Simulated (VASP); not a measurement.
LuSeBr: single point with PBE

LuSeBr:

```
CELL_PARAMETERS angstrom
4.52369 0.00000 0.00000
-2.26185 3.91763 0.00000
0.00000 0.00000 5.53174
ATOMIC_POSITIONS crystal
Lu 0.66667 0.33333 0.50000
Se 0.00000 0.00000 0.00000
Br 0.33333 0.66667 0.50000
```

* Program: VASP 6.6.1
* Task: single point
* Functional: PBE
* Potentials or basis: VASP PAW PBE potentials, release 64 (Lu, Se, Br)
* Cutoff: 520 eV
* k mesh: 6 × 6 × 4
* Occupations: gaussian, width 0.1 eV
* Spin: no spin polarisation
* Dipole correction: no
* Further INCAR settings: ALGO = Normal; EDIFF = 1e-06; NBANDS = 26

* Pressure: -2.3 GPa
* Band gap on the k mesh: zero (band 19 reaches 1.85 eV, above the bottom of band 20 at 1.65 eV)

Stress tensor (GPa, compression positive):
```
  4.25   0.00   0.00
  0.00   4.25   0.00
  0.00   0.00 -15.30
```

Levels at points of the mesh, in eV from the Fermi level:
```csv
k point,band 17,band 18,band 19,band 20,band 21,band 22
"(0.00, 0.00, 0.00)",-0.61,-0.01,-0.01,0.34,1.30,1.76
"(0.50, 0.00, 0.00)",-1.89,-1.35,-0.35,0.45,1.30,2.23
"(0.00, 0.00, 0.50)",-2.36,-0.14,-0.14,1.77,1.85,1.85
"(0.50, 0.00, 0.50)",-1.53,-1.14,-0.81,1.16,1.92,2.01
```

It took 53 s on 1 thread of Intel(R) Xeon(R) Platinum 8488C (Sapphire Rapids), on a shared host, peak memory 0.26 GiB.

Caveat: spin-orbit coupling is left out, which moves the levels of the heavy elements.
